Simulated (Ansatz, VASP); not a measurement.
# Two plane-wave programs on WC2

```
CELL_PARAMETERS angstrom
3.33308 0.00000 0.00000
-1.66654 2.88653 0.00000
0.00000 0.00000 2.79875
ATOMIC_POSITIONS crystal
W 0.00000 0.00000 0.00000
C 0.33333 0.66667 0.50000
C 0.66667 0.33333 0.50000
```

Alike in both runs: functional PBE; k mesh 15 × 15 × 16; occupations gaussian, width 0.1 eV; no spin polarisation.

Ansatz relaxed the structure, and its values are those at the end. VASP's run is a single point on that final structure, the one shown.

```csv
,VASP,Ansatz
version,VASP 6.6.1,Ansatz 0.2.0
potentials or method,"VASP PAW PBE potentials, release 64 (W_sv, C), cutoff 520 eV","scalar-relativistic, plane waves, PAW"
valence electrons in the cell,22,22
```

|  | VASP | Ansatz | Ansatz less VASP |
| --- | --- | --- | --- |
| gap on the k mesh at the Fermi level (eV) | none | none | - |
| pressure (GPa) | 1.0 | 0.0 | -1.03 |

A gap of «none» marks a metal or a gap that the smearing closes. With one functional, cell and mesh, what is left measures potentials, basis and numerics.

Spin-orbit coupling is off throughout.
